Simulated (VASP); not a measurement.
Cr, 2 atoms in the cell. It takes space group P6_3/mmc (No. 194, hexagonal). The conventional cell has a = 2.134 Å, b = 2.134 Å, c = 3.388 Å, α = 90.00°, β = 90.00°, γ = 120.00°. Cr (site symmetry -6m2) has 12 Cr at 2.09 to 2.13 Å within 2.8 Å. This isn't the form of Cr at room conditions, which is bcc.

| Quantity | Value |
| --- | --- |
| Program | VASP 6.6.1 |
| Task | single point |
| Functional | PBE |
| Potentials or basis | VASP PAW PBE potentials, release 64 (Cr_pv) |
| Cutoff | 520 eV |
| k mesh | 20 × 20 × 11 |
| Occupations | fermi-dirac, width 0.1 eV |
| Spin | collinear spin, ferromagnetic start |
| Starting moments | [2.0, 2.0] μB |
| Dipole correction | no |
| Further INCAR settings | ALGO = Normal; EDIFF = 1e-07; NBANDS = 23 |

Potentials or basis: VASP PAW PBE potentials, release 64 (Cr_pv).

Run with:

```console
$ cat potpaw_PBE.64/Cr_pv/POTCAR > POTCAR
$ mpirun -np 1 vasp_std > vasp.out
```

Hardware: 1 thread of Intel(R) Xeon(R) 6975P-C (Granite Rapids), on a shared host.

Task: Estimate the wall time of this run.

Result: Run time: 57 s on 1 thread of Intel(R) Xeon(R) 6975P-C (Granite Rapids), with other jobs on the host, peak memory 0.22 GiB. Counts: scf iterations 16, k points 264.
